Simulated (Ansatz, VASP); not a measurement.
**P in VASP and in Ansatz**

```
P
1.0
     4.28866    0.00000    0.00000
    -2.14433    3.71408    0.00000
     0.00000    0.00000    2.39490
P
3
Direct
  0.00000 0.00000 0.00000
  0.33333 0.66667 0.50000
  0.66667 0.33333 0.50000
```

Alike in both runs: task single point; functional r2SCAN; k mesh 9 × 9 × 14; occupations fermi-dirac, width 0.1 eV; no spin polarisation.

|  | VASP | Ansatz |
| --- | --- | --- |
| version | VASP 6.6.1 | Ansatz 0.2.0 |
| potentials or method | VASP PAW PBE potentials, release 64 (P), cutoff 550 eV | plane waves (500 eV) with PAW, scalar-relativistic |
| valence electrons in the cell | 15 | 15 |

```tsv
	VASP	Ansatz	Ansatz less VASP
pressure (GPa)	14.8	15.1	+0.31
traceless stress, the component that is largest in VASP (GPa)	-0.39	-0.17	+0.218
```

VASP's potentials were made for PBE, not for r2SCAN.
